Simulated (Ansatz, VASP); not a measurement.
BP in VASP and in Ansatz

The input POSCAR:

```
BP
1.0
    0.0000000000      2.2683156724      2.2683156724
    2.2683156724      0.0000000000      2.2683156724
    2.2683156724      2.2683156724      0.0000000000
B P
1 1
Direct
    0.0000000000      0.0000000000      0.0000000000
    0.2500000000      0.2500000000      0.2500000000
```

File INCAR.step1:

```
SYSTEM = BP
PREC = Accurate
ENCUT = 520
EDIFF = 1E-5
ISMEAR = 0
SIGMA = 0.01
LREAL = .FALSE.
LASPH = .TRUE.
NELM = 60
ALGO = Normal
ISIF = 2
LWAVE = .TRUE.
LCHARG = .FALSE.
NBANDS = 11
GGA = PE
```

Contents of INCAR.step2:

```
SYSTEM = BP
PREC = Accurate
ENCUT = 520
EDIFF = 1E-6
ISMEAR = 0
SIGMA = 0.01
LREAL = .FALSE.
LASPH = .TRUE.
NELM = 60
ALGO = Normal
ISIF = 2
LWAVE = .FALSE.
LCHARG = .FALSE.
GGA = PE
LHFCALC = .TRUE.
HFSCREEN = 0.2079
PRECFOCK = Normal
NBANDS = 11
ISTART = 1
```

KPOINTS

```
Automatic mesh
0
G
  2 2 2
  0 0 0
```

Input for Ansatz:

```yaml
crystal:
  lattice:
    - [0.0, 2.2683156724, 2.2683156724]
    - [2.2683156724, 0.0, 2.2683156724]
    - [2.2683156724, 2.2683156724, 0.0]
  atoms:
    - { symbol: B, position: [0.0, 0.0, 0.0] }
    - { symbol: P, position: [0.25, 0.25, 0.25] }
kpoints:
  mp_grid: { grid: [2, 2, 2] }
hamiltonian:
  xc: hse06
scf:
  occupations: { method: fixed }
  n_extra_bands: 4
output:
  forces: true
  stress: true
  eigenvalues: true
```

Alike in both runs: task single point; functional HSE06; k mesh 2 × 2 × 2; no spin polarisation.

|  | VASP | Ansatz |
| --- | --- | --- |
| version | VASP 6.6.1 | Ansatz 0.2.0 |
| potentials or method | VASP PAW PBE potentials, release 64 (B, P) | plane waves |
| plane-wave cutoff (eV) | 520 | 420 |
| occupations | gaussian, width 0.01 eV | fixed |
| valence electrons in the cell | 8 | 8 |

VASP gave:

```
gap on the k mesh at the Fermi level (eV) : 2.41
pressure (GPa)                            : 12.9
```

**Question.** What did Ansatz give for the same quantities?

**Answer.** gap on the k mesh at the Fermi level (eV): 2.29; pressure (GPa): 14.5.

Ansatz's warnings: stress exchange threshold loose, stress scf threshold loose.

The k mesh is coarse, so the values compare programs but aren't converged.
